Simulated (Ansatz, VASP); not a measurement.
**Au in VASP and in Ansatz**

```
CELL_PARAMETERS angstrom
0.00000 2.07826 2.07826
2.07826 0.00000 2.07826
2.07826 2.07826 0.00000
ATOMIC_POSITIONS crystal
Au 0.00000 0.00000 0.00000
```

Alike in both runs: task single point; functional PBE; k mesh 13 × 13 × 13; occupations gaussian, width 1 eV; no spin polarisation.

|  | VASP | Ansatz |
| --- | --- | --- |
| version | VASP 6.6.1 | Ansatz 0.2.0 |
| potentials or method | VASP PAW PBE potentials, release 64 (Au), cutoff 520 eV | plane waves (420 eV) with PAW, scalar-relativistic |
| valence electrons in the cell | 11 | 19 |

VASP gave:

| Quantity | Value |
| --- | --- |
| pressure (GPa) | 0.3 |

Question: Estimate Ansatz's values.

Answer: Pressure (GPa): 0.6.

With one functional, cell and mesh, what is left measures potentials, basis and numerics. VASP's potentials hold 11 valence electrons a cell and Ansatz's 19, so a difference there can come from the potentials and not from the codes.

Neither program's run includes spin-orbit coupling.
